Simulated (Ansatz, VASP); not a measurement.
**VH2 in VASP and in Ansatz**

```xyz
3
Lattice="0.0000 2.1355 2.1355 2.1355 0.0000 2.1355 2.1355 2.1355 0.0000" Properties=species:S:1:pos:R:3 pbc="T T T"
V     0.0000    0.0000    0.0000
H     1.0677    1.0677    1.0677
H     3.2032    3.2032    3.2032
```

Alike in both runs: task single point; functional LDA; k mesh 15 × 15 × 15; occupations fermi-dirac, width 0.05 eV; collinear spin.

|  | VASP | Ansatz |
| --- | --- | --- |
| version | VASP 6.6.1 | Ansatz 0.2.0 |
| potentials or method | VASP PAW LDA potentials, release 64 (V_sv, H), cutoff 520 eV | all-electron LAPW, scalar-relativistic |

```tsv
	VASP	Ansatz	Ansatz less VASP
pressure (GPa)	-15.9	-16.2	-0.27
net moment per atom (μB)	0.00	0.00	0.000
```

LDA's correlation is that of Perdew and Zunger in VASP and of Perdew and Wang (1992) in Ansatz. Ansatz ran all-electron here, and VASP with PAW potentials. Ansatz's warnings: seeded moment not kept.
